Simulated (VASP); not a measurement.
Runs of VASP 6.6.1 on Y. The structure is that of space group I4/mmm (No. 139), or close to it. The cells are those of the table. 

```tsv
cell	gap on the mesh (eV)	pressure (GPa)
a = 3.517, b = 3.517, c = 3.374 Å, angles 61.3, 61.3, 57.3°, 1 atom	none	5.5
a = 3.304, b = 3.304, c = 3.374 Å, angles 59.3, 59.3, 61.4°, 1 atom	none	13.3
a = 3.450, b = 3.450, c = 3.233 Å, angles 62.1, 62.1, 55.9°, 1 atom	none	10.5
a = 3.377, b = 3.377, c = 3.233 Å, angles 61.4, 61.4, 57.2°, 1 atom	none	(a)
```

Alike in all rows: task single point; level r2SCAN; potentials or basis VASP PAW PBE potentials, release 64 (Y_sv); no spin polarisation; k mesh 16 × 16 × 16; cutoff (eV) 520; smearing gaussian 0.15 eV.

Task: Estimate the missing entries.

Result: (a) 13.4.

Caveats: the cell stands under pressure; the PAW data sets were made with another functional, which shifts forces and pressure a little.

A k mesh can miss the band edges, and the runs leave out spin-orbit coupling on Y.

A gap of «none» marks levels without a gap at the run's occupations.
